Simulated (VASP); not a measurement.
# B2Ir3Ru (P6/mmm) in VASP: further runs

Runs on B2Ir3Ru. Level: PBE. Tasks: single point, relaxation of cell and atoms.

Everything below comes from runs of VASP 6.6.1. Logs are shortened: lines on timing, memory, paths and dates and some standing lists are left out, and cuts for length are marked.

## (1) The cell of the first run

The structure is hexagonal, space group P6/mmm (No. 191). Conventional cell: a = 5.586 Å, b = 5.586 Å, c = 2.821 Å, α = 90.00°, β = 90.00°, γ = 120.00°. Within 2.8 Å of B (site symmetry -6m2) lie 6 Ir at 2.14 Å. Ru (site symmetry 6/mmm) has 2 Ru at 2.82 Å and 12 Ir at 3.13 Å and 6 B at 3.22 Å within 3.7 Å. Within 2.8 Å of Ir (site symmetry mmm) lie 4 B at 2.14 Å and 4 Ir at 2.79 Å.

## (2) Single point, PBE

INCAR reads:

```
PREC = Accurate
ENCUT = 520
EDIFF = 1E-6
ISMEAR = 0
SIGMA = 0.1
LREAL = F
LASPH = T
NELM = 100
ALGO = Normal
ISIF = 2
LWAVE = F
LCHARG = T
GGA = PE
LELF = T
LVHAR = T
NBANDS = 32
```

KPOINTS reads:

```
Automatic mesh
0
Gamma
  6 6 6
```

POSCAR reads:

```
B2Ir3Ru
1.0
    5.5856443208      0.0000000000      0.0000000000
   -2.7928221604      4.8373098783      0.0000000000
    0.0000000000      0.0000000000      2.8205743586
B Ru Ir
2 1 3
Direct
    0.3333333333      0.6666666667      0.0000000000
    0.6666666667      0.3333333333      0.0000000000
    0.0000000000      0.0000000000      0.0000000000
    0.5000000000      0.0000000000      0.5000000000
    0.5000000000      0.5000000000      0.5000000000
    0.0000000000      0.5000000000      0.5000000000
```

Potentials or basis: VASP PAW PBE potentials, release 64 (B, Ru_pv, Ir).

On the command line:

```bash
$ cat potpaw_PBE.64/B/POTCAR potpaw_PBE.64/Ru_pv/POTCAR potpaw_PBE.64/Ir/POTCAR > POTCAR
$ mpirun -np 1 vasp_std > vasp.out
```

OUTCAR:

```text
PREC = Accurate
   ENCUT = 520
   EDIFF = 1E-6
   ISMEAR = 0
   LREAL = F
   LASPH = T
   NELM = 100
   ISIF = 2
   GGA = PE

 ion  position               nearest neighbor table
   1  0.333  0.667  0.000-   4 2.14   4 2.14   6 2.14   6 2.14   5 2.14   5 2.14
   2  0.667  0.333  0.000-   4 2.14   4 2.14   6 2.14   6 2.14   5 2.14   5 2.14
   3  0.000  0.000  0.000-   5 3.13   6 3.13   5 3.13   6 3.13   6 3.13   6 3.13   5 3.13   5 3.13
                             4 3.13   4 3.13   4 3.13   4 3.13
   4  0.500  0.000  0.500-   1 2.14   2 2.14   1 2.14   2 2.14   5 2.79   6 2.79   5 2.79   6 2.79
                             3 3.13   3 3.13   3 3.13   3 3.13
   5  0.500  0.500  0.500-   1 2.14   2 2.14   1 2.14   2 2.14   4 2.79   4 2.79   6 2.79   6 2.79
                             3 3.13   3 3.13   3 3.13   3 3.13
   6  0.000  0.500  0.500-   1 2.14   2 2.14   1 2.14   2 2.14   4 2.79   4 2.79   5 2.79   5 2.79
                             3 3.13   3 3.13   3 3.13   3 3.13

  LATTYP: Found a hexagonal cell.
 ALAT       =     5.5856443208
 C/A-ratio  =     0.5049684865

  Lattice vectors:

 A1 = (   5.5856443208,   0.0000000000,   0.0000000000)
 A2 = (  -2.7928221604,   4.8373098783,   0.0000000000)
 A3 = (   0.0000000000,   0.0000000000,   2.8205743586)

Analysis of symmetry for initial positions (statically):
=====================================================================
 Subroutine PRICEL returns:
 Original cell was already a primitive cell.

 Routine SETGRP: Setting up the symmetry group for a
 hexagonal supercell.

 Subroutine GETGRP returns: Found 24 space group operations
 (whereof 24 operations were pure point group operations)
 out of a pool of 24 trial point group operations.

The static configuration has the point symmetry D_6h.

Analysis of symmetry for dynamics (positions and initial velocities):
=====================================================================
 Subroutine PRICEL returns:
 Original cell was already a primitive cell.

 Routine SETGRP: Setting up the symmetry group for a
 hexagonal supercell.

 Subroutine GETGRP returns: Found 24 space group operations
 (whereof 24 operations were pure point group operations)
 out of a pool of 24 trial point group operations.

The dynamic configuration has the point symmetry D_6h.

 Subroutine INISYM returns: Found 24 space group operations
 (whereof 24 operations are pure point group operations),
 and found     1 'primitive' translations

----------------------------------------------------------------------------------------

                                     Primitive cell

  volume of cell :      76.2105

  direct lattice vectors                    reciprocal lattice vectors
     5.585644321  0.000000000  0.000000000     0.179030375  0.103363235  0.000000000
    -2.792822160  4.837309878  0.000000000     0.000000000  0.206726471  0.000000000
     0.000000000  0.000000000  2.820574359     0.000000000  0.000000000  0.354537719

  length of vectors
     5.585644321  5.585644321  2.820574359     0.206726471  0.206726471  0.354537719

  position of ions in fractional coordinates (direct lattice)
     0.333333333  0.666666667  0.000000000
     0.666666667  0.333333333  0.000000000
     0.000000000  0.000000000  0.000000000
     0.500000000  0.000000000  0.500000000
     0.500000000  0.500000000  0.500000000
     0.000000000  0.500000000  0.500000000

  ion indices of the primitive-cell ions
   primitive index   ion index
                 1           1
                 2           2
                 3           3
                 4           4
                 5           5
                 6           6

----------------------------------------------------------------------------------------

 KPOINTS: Automatic mesh

Automatic generation of k-mesh.
 Grid dimensions read from file:
 generate k-points for:    6    6    6

 Generating k-lattice:

  Cartesian coordinates                     Fractional coordinates (reciprocal lattice)
     0.029838396  0.017227206  0.000000000     0.166666667  0.000000000  0.000000000
     0.000000000  0.034454412  0.000000000     0.000000000  0.166666667  0.000000000
     0.000000000  0.000000000  0.059089620     0.000000000  0.000000000  0.166666667

  Length of vectors
     0.034454412  0.034454412  0.059089620

  Shift w.r.t. Gamma in fractional coordinates (k-lattice)
     0.000000000  0.000000000  0.000000000

 Subroutine IBZKPT returns following result:
 ===========================================

 Found     28 irreducible k-points:

 Following reciprocal coordinates:
            Coordinates               Weight
  0.000000  0.000000  0.000000      1.000000
  0.166667  0.000000  0.000000      6.000000
  0.333333 -0.000000  0.000000      6.000000
  0.500000  0.000000  0.000000      3.000000
  0.166667  0.166667  0.000000      6.000000
  0.333333  0.166667  0.000000     12.000000
[... 16 lines left out ...]
  0.166667  0.000000  0.500000      6.000000
  0.333333 -0.000000  0.500000      6.000000
 [... further k-points ...]
   k-points           NKPTS =     28   k-points in BZ     NKDIM =     28   number of bands    NBANDS=     32
   number of dos      NEDOS =    301   number of ions     NIONS =      6
   total plane-waves  NPLWV =  42336
   dimension x,y,z NGX =    42 NGY =   42 NGZ =   24
   dimension x,y,z NGXF=    84 NGYF=   84 NGZF=   48
   ions per type =               2   1   3
   NGX,Y,Z   is equivalent  to a cutoff of  12.50, 12.50, 14.15 a.u.
   NGXF,Y,Z  is equivalent  to a cutoff of  25.00, 25.00, 28.29 a.u.
 SYSTEM =  unknown system
   PREC   = accura    normal or accurate (medium, high low for compatibility)
   ISTART =      0    job   : 0-new  1-cont  2-samecut
   ICHARG =      2    charge: 1-file 2-atom 10-const
   ISPIN  =      1    spin polarized calculation?
   LNONCOLLINEAR =      F non collinear calculations
   LSORBIT =      F    spin-orbit coupling
   LASPH  =      T    aspherical Exc in radial PAW
   ENCUT  =  520.0 eV  38.22 Ry    6.18 a.u.  10.39 10.39  5.24*2*pi/ulx,y,z
   NELM   =    100;   NELMIN=  2; NELMDL= -5     # of ELM steps
   EDIFF  = 0.1E-05   stopping-criterion for ELM
   LREAL  =      F    real-space projection
   EDIFFG = 0.1E-04   stopping-criterion for IOM
   NSW    =      0    number of steps for IOM
   IBRION =     -1    ionic relax: 0-MD 1-quasi-New 2-CG
   NFREE  =      0    steps in history (QN), initial steepest desc. (CG)
   ISIF   =      2    stress and relaxation
   ISYM   =      2    0-nonsym 1-usesym 2-fastsym
   POTIM  = 0.5000    time-step for ionic-motion
   TEBEG  =    0.0;   TEEND  =   0.0 temperature during run
   PSTRESS=    0.0 pullay stress
   NELECT =      47.0000    total number of electrons
   NUPDOWN=      -1.0000    fix difference up-down
   EMIN   =  10.00;   EMAX   =-10.00  energy-range for DOS
   EFERMI =   0.00;   METHOD = LEGACY
   ISMEAR =     0;   SIGMA  =   0.10  broadening in eV -4-tet -1-fermi 0-gaus
   EFERMI_NEDOS =   21; number of points for ismear=-14 and -15
   IALGO  =     38    algorithm
   IMIX   =      4    mixing-type and parameters
     AMIX     =   0.40;   BMIX     =  1.00
     AMIX_MAG =   1.60;   BMIX_MAG =  1.00
  volume/ion in A,a.u.               =      12.70        85.72
  Fermi-wavevector in a.u.,A,eV,Ry     =   1.393486  2.633306 26.419828  1.941803
  Thomas-Fermi vector in A             =   2.517127
   LORBIT       =      0    0 simple, 1 ext, 2 COOP (PROOUT), +10 PAW based schemes
   GGA     = PE    functional components
   LHFCALC =     F    Hartree Fock is set to
   AEXX    =    0.0000 exact exchange contribution
   IVDW    =     0    specifies the selected vdW correction
   LEPSILON=     F    determine dielectric tensor
   LRPA    =     F    only Hartree local field effects (RPA)
 non-spin polarized calculation
 Gauss-broadening in eV      SIGMA  =   0.10
  energy-cutoff  :      520.00
  volume of cell :       76.21
 maximum number of plane-waves:      2069
 NGX is ok and might be reduce to    42
   NGX = 21   NGY = 21   NGZ = 11

 number of electron      47.0000004 magnetization

 Free energy of the ion-electron system (eV)
  ---------------------------------------------------
  ext. energy  EPLUGINS =         0.00000000
  ---------------------------------------------------
  free energy    TOTEN  =       -47.63076266 eV

  energy without entropy =      -47.58983212  energy(sigma->0) =      -47.61029739

 E-fermi :   9.0427     XC(G=0): -13.0381

 val. band max:        9.0409233808   @ k =   0.5000   0.0000   0.5000
 cond. band min:       9.0506627579   @ k =   0.3333  -0.0000   0.0000
 fundamental gap:      0.0097393771
 Fermi energy:         9.0427137633

 k-point     1 :       0.0000    0.0000    0.0000
  band No.  band energies     occupation
      1     -33.4728      2.00000
      2     -33.4728      2.00000
      3     -33.3419      2.00000
      4      -3.9423      2.00000
      5       0.7598      2.00000
      6       0.7598      2.00000
[... 24 lines left out ...]
     31      13.0688      0.00000
     32      13.0688      0.00000

 k-point     2 :       0.1667    0.0000    0.0000
  band No.  band energies     occupation
      1     -33.4730      2.00000
      2     -33.4728      2.00000
      3     -33.3419      2.00000
      4      -3.7564      2.00000
      5       0.0364      2.00000
      6       0.8566      2.00000
[... 24 lines left out ...]
     31      12.7258      0.00000
     32      13.5578      0.00000

 k-point     3 :       0.3333   -0.0000    0.0000
  band No.  band energies     occupation
      1     -33.4734      2.00000
      2     -33.4730      2.00000
      3     -33.3419      2.00000
      4      -3.2561      2.00000
      5      -0.9498      2.00000
      6       1.0683      2.00000
[... 24 lines left out ...]
     31      13.0682      0.00000
     32      14.3560      0.00000

 k-point     4 :       0.5000    0.0000    0.0000
  band No.  band energies     occupation
      1     -33.4736      2.00000
      2     -33.4731      2.00000
      3     -33.3419      2.00000
      4      -2.8267      2.00000
      5      -1.5493      2.00000
      6       1.1852      2.00000
[... 654 lines left out ...]
     31      15.7452      0.00000
     32      16.0697      0.00000

 k-point    23 :       0.1667    0.0000    0.5000
  band No.  band energies     occupation
      1     -33.6698      2.00000
      2     -33.4400      2.00000
      3     -33.4399      2.00000
      4      -1.4858      2.00000
      5      -0.8196      2.00000
      6       1.1298      2.00000
[... 24 lines left out ...]
     31      15.1927      0.00000
     32      16.3808      0.00000

 k-point    24 :       0.3333   -0.0000    0.5000
  band No.  band energies     occupation
      1     -33.6696      2.00000
      2     -33.4399      2.00000
      3     -33.4398      2.00000
      4      -1.1877      2.00000
      5      -0.2098      2.00000
      6       0.4245      2.00000
[... 24 lines left out ...]
     31      15.1831      0.00000
     32      16.6678      0.00000

 [... further k-points ...]
[... 5 lines left out ...]
  --------------------------------------------------------------------------------------
  -------------------------------------------------------------------------------------
  Total        0.5055757      0.5055757      0.4962378     -0.0000000     -0.0000000      0.0000000
  in kB       10.6287468     10.6287468     10.4324343     -0.0000000     -0.0000000      0.0000000
  external PRESSURE =      10.5633093 kB  Pullay stress =       0.0000000 kB

 VOLUME and BASIS-vectors are now :
 -----------------------------------------------------------------------------
  energy-cutoff  :      520.00
  volume of cell :       76.21
      direct lattice vectors                 reciprocal lattice vectors
     5.585644321  0.000000000  0.000000000     0.179030375  0.103363235  0.000000000
    -2.792822160  4.837309878  0.000000000     0.000000000  0.206726471  0.000000000
     0.000000000  0.000000000  2.820574359     0.000000000  0.000000000  0.354537719

 POSITION                                       TOTAL-FORCE (eV/Angst)
 -----------------------------------------------------------------------------------
     -0.00000      3.22487      0.00000         0.000000      0.000000      0.000000
      2.79282      1.61244      0.00000        -0.000000      0.000000      0.000000
      0.00000      0.00000      0.00000         0.000000      0.000000      0.000000
      2.79282      0.00000      1.41029         0.000000      0.000000      0.000000
      1.39641      2.41865      1.41029         0.000000      0.000000      0.000000
     -1.39641      2.41865      1.41029         0.000000      0.000000      0.000000
 -----------------------------------------------------------------------------------
    total drift:                                0.000000     -0.000000     -0.000000

  FREE ENERGIE OF THE ION-ELECTRON SYSTEM (eV)
  ---------------------------------------------------
  free  energy   TOTEN  =       -47.6307626607 eV

  energy  without entropy=      -47.5898321224  energy(sigma->0) =      -47.61029739
```

It took 87 s on 1 thread of AMD EPYC 7R13 (Zen 3), shared host; peak memory 0.2 GiB.

What came out:

| Property | Result |
| --- | --- |
| Free energy | -47.6308 eV |
| Pressure | 1.1 GPa |

Levels at points of the mesh, in eV from the Fermi level:
```tsv
k point	band 21	band 22	band 23	band 24	band 25	band 26	band 27	band 28
(0.00, 0.00, 0.00)	-1.19	-0.49	0.16	0.16	0.46	0.46	0.65	1.60
(0.50, 0.00, 0.00)	-1.65	-1.11	-0.70	-0.36	-0.14	0.35	1.36	2.10
(0.00, 0.00, 0.50)	-1.38	0.03	0.23	0.23	0.77	0.77	0.80	1.08
(0.50, 0.00, 0.50)	-0.18	0.00	0.02	0.11	0.76	0.78	1.16	1.82
```

Caveat: the k points lie up to 0.37 Å⁻¹ apart; spin-orbit coupling is left out, which moves the levels of the heavy elements.

## (3) Relaxation of cell and atoms, PBE

This run uses another cell than the first one, of 11.66 Å³/atom, 0.918 times its volume.

INCAR reads:

```
SYSTEM = B2Ir3Ru
ALGO = Normal
EDIFF = 1E-6
EDIFFG = -0.04
ENCUT = 600
GGA = PE
IBRION = 2
ISIF = 3
ISMEAR = 0
LASPH = .TRUE.
LCHARG = .FALSE.
LREAL = .FALSE.
LWAVE = .FALSE.
NELM = 100
NSW = 90
PREC = Accurate
SIGMA = 0.1
```

KPOINTS reads:

```
k-points
0
G
  6 6 6
  0 0 0
```

POSCAR reads:

```
B2Ir3Ru
1.0
    5.2739829800      0.0000000000      0.0000000000
   -2.6369914900      4.5674032400      0.0000000000
    0.0000000000      0.0000000000      2.9038823200
B Ru Ir
2 1 3
Direct
    0.3333333300      0.6666666700      0.0000000000
    0.6666666700      0.3333333300      0.0000000000
    0.0000000000      0.0000000000      0.0000000000
    0.5000000000      0.0000000000      0.5000000000
    0.5000000000      0.5000000000      0.5000000000
    0.0000000000      0.5000000000      0.5000000000
```

Potentials or basis: VASP PAW PBE potentials, release 64 (B, Ru_pv, Ir).

On the command line:

```bash
$ cat potpaw_PBE.64/B/POTCAR potpaw_PBE.64/Ru_pv/POTCAR potpaw_PBE.64/Ir/POTCAR > POTCAR
$ mpirun -np 1 vasp_std > vasp.out
```

Wall time 16 min (1 thread of AMD EPYC 7R13 (Zen 3), shared host); peak memory 0.22 GiB.

It converged, with:

| Item | Value |
| --- | --- |
| Free energy | -47.6308 eV |
| Relaxed volume | 12.75 Å³/atom |
| Relaxed cell | a = 5.595 Å, b = 5.595 Å, c = 2.822 Å, α = 90.00°, β = 90.00°, γ = 120.00° |
| Space group after relaxing (to 0.05 Å) | P6/mmm (No. 191) |
| Energy gained by relaxing | 116.2 meV/atom |
| Ionic steps | 11 |
| Pressure after relaxing | 0.0 GPa |

The path:
| step | energy change (eV) | largest force (eV/Å) | pressure (GPa) | volume (Å³) |
| --- | --- | --- | --- | --- |
| 1 | 0.0000 | 0.0000 | 28.76 | 69.95 |
| 2 | 1.6945 | 0.0000 | -34.64 | 93.33 |
| 3 | -0.5259 | 0.0000 | -2.83 | 76.74 |
| 4 | -0.5284 | 0.0000 | -0.12 | 76.17 |
| 5 | -0.5285 | 0.0000 | -0.58 | 76.30 |
| 6 | -0.6012 | 0.0000 | -0.56 | 76.33 |
| 7 | -0.6961 | 0.0000 | 0.98 | 76.27 |
| 8 | -0.6968 | 0.0000 | 0.73 | 76.29 |
| 9 | -0.6969 | 0.0000 | 0.81 | 76.28 |
| 10 | -0.6930 | 0.0000 | -2.13 | 77.15 |
| 11 | -0.6974 | 0.0000 | 0.03 | 76.51 |

Final structure:
```
B Ru Ir
1.0
     5.59486    0.00000    0.00000
    -2.79743    4.84529    0.00000
     0.00000    0.00000    2.82220
B Ru Ir
2 1 3
Direct
  0.33333 0.66667 0.00000
  0.66667 0.33333 0.00000
  0.00000 0.00000 0.00000
  0.50000 0.00000 0.50000
  0.50000 0.50000 0.50000
  0.00000 0.50000 0.50000
```

Levels at points of the mesh, in eV from the Fermi level:
```csv
k point,band 22,band 23,band 24,band 25,band 26,band 27
"(0.00, 0.00, 0.00)",-0.48,0.15,0.15,0.45,0.45,0.64
"(0.50, 0.00, 0.00)",-1.10,-0.70,-0.36,-0.13,0.35,1.34
"(0.00, 0.00, 0.50)",0.03,0.23,0.23,0.77,0.77,0.79
"(0.50, 0.00, 0.50)",0.00,0.02,0.11,0.76,0.77,1.17
```

Caveat: the k points lie up to 0.37 Å⁻¹ apart in the final cell; spin-orbit coupling is left out, which moves the levels of the heavy elements.
